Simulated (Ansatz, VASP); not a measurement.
# One calculation of Sb3Se, two programs

```
CELL_PARAMETERS angstrom
5.82488 0.00000 0.00000
0.00000 5.82488 0.00000
0.00000 0.00000 5.82488
ATOMIC_POSITIONS crystal
Sb 0.25000 0.00000 0.50000
Sb 0.50000 0.75000 0.00000
Sb 0.75000 0.00000 0.50000
Sb 0.50000 0.25000 0.00000
Sb 0.00000 0.50000 0.75000
Sb 0.00000 0.50000 0.25000
Se 0.00000 0.00000 0.00000
Se 0.50000 0.50000 0.50000
```

Change from the starting cell: species swapped into the GaMo3 type (Pm-3n, No. 223).

Alike in both runs: task relaxation of cell and atoms; functional PBE; k mesh 4 × 4 × 4; occupations gaussian, width 0.1 eV; no spin polarisation.

|  | VASP | Ansatz |
| --- | --- | --- |
| version | VASP 6.6.1 | Ansatz 0.2.0 |
| potentials or method | VASP PAW PBE potentials, release 64 (Sb, Se), cutoff 600 eV | scalar-relativistic, plane waves, PAW |
| valence electrons in the cell | 42 | 122 |

|  | VASP | Ansatz | Ansatz less VASP |
| --- | --- | --- | --- |
| gap on the k mesh at the Fermi level, each at its own relaxed structure (eV) | none | none | - |
| relaxed volume (Å³/atom) | 26.28 | 26.50 | +0.215 |
| relaxed cell length with the largest relative difference (Å) | 5.946 | 5.962 | +0.0162 |

A gap of «none» marks a metal or a gap that the smearing closes. VASP's potentials hold 42 valence electrons a cell and Ansatz's 122, so a difference there can come from the potentials and not from the codes.

Neither program's run includes spin-orbit coupling.
